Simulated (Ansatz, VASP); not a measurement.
## Fe: VASP beside Ansatz

```
Fe
1.0
    -1.41448    1.41448    1.41448
     1.41448   -1.41448    1.41448
     1.41448    1.41448   -1.41448
Fe
1
Direct
  0.00000 0.00000 0.00000
```

Alike in both runs: task single point; functional r2SCAN; k mesh 22 × 22 × 22; occupations gaussian, width 0.05 eV; collinear spin.

|  | VASP | Ansatz |
| --- | --- | --- |
| version | VASP 6.6.1 | Ansatz 0.2.0 |
| potentials or method | VASP PAW PBE potentials, release 64 (Fe), cutoff 520 eV | scalar-relativistic, plane waves, PAW |
| valence electrons in the cell | 8 | 16 |

VASP gave:

* gap on the k mesh at the Fermi level (eV): none
* pressure (GPa): 7.3
* net moment per atom (μB): 2.61
* size of the moment on the site where the two differ most (μB): 2.66

**Question.** What did Ansatz give for the same quantities?

**Answer.** gap on the k mesh at the Fermi level (eV): none; pressure (GPa): 7.5; net moment per atom (μB): 2.60; size of the moment on the site where the two differ most (μB): 2.75.

VASP's potentials were made for PBE, not for r2SCAN. Site moments also hang on the region over which each program counts them. A gap of «none» marks a metal or a gap that the smearing closes. VASP's potentials hold 8 valence electrons a cell and Ansatz's 16, so a difference there can come from the potentials and not from the codes. Ansatz's warnings: stability check not made.
